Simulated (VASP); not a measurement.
Input of a VASP 6.6.1 run:

Contents of INCAR:

```
ALGO     = Normal         # electronic algorithm
EDIFF    = 1E-6           # SCF threshold, eV
EDIFFG   = -0.04          # ionic threshold
ENCUT    = 600            # plane-wave cutoff, eV
GGA      = PE             # functional
IBRION   = 2              # ionic algorithm
ISIF     = 3              # what is computed and relaxed
ISMEAR   = 0              # smearing method
LASPH    = True           # aspherical terms in the spheres
LCHARG   = False          # write CHGCAR
LREAL    = False          # projectors in reciprocal space
LWAVE    = False          # write WAVECAR
NELM     = 100            # most SCF steps
NSW      = 90             # ionic steps
PREC     = Accurate       # precision mode
SIGMA    = 0.1            # smearing width, eV
```

File KPOINTS:

```
k-points
0
Gamma
  4 4 4
```

Contents of POSCAR:

```
HfPdSe2
1.0
    4.0259567700      0.0000000000      0.0000000000
    0.0000000000      4.0259567700      0.0000000000
    0.0000000000      0.0000000000      6.8727889300
Hf Pd Se
1 1 2
Direct
    0.5000000000      0.5000000000      0.5000000000
    0.5000000000      0.5000000000      0.0000000000
    0.0000000000      0.0000000000      0.5000000000
    0.0000000000      0.0000000000      0.0000000000
```

Potentials or basis: VASP PAW PBE potentials, release 64 (Hf_pv, Pd, Se).

Run with:

```sh
$ cat potpaw_PBE.64/Hf_pv/POTCAR potpaw_PBE.64/Pd/POTCAR potpaw_PBE.64/Se/POTCAR > POTCAR
$ mpirun -np 1 vasp_std > vasp.out
```

(1) Predict the relaxed cell.

(2) Predict the band gap on the k mesh.

Answers

(1) a = 3.760 Å, b = 3.760 Å, c = 5.857 Å, α = 90.00°, β = 90.00°, γ = 90.00°.

(2) zero (bands 16 and 17 overlap by 2.90 eV).

Caveat: the k points lie up to 0.42 Å⁻¹ apart in the final cell, too coarse for converged energies and pressures of a metal; spin-orbit coupling is left out, which moves the levels of the heavy elements.
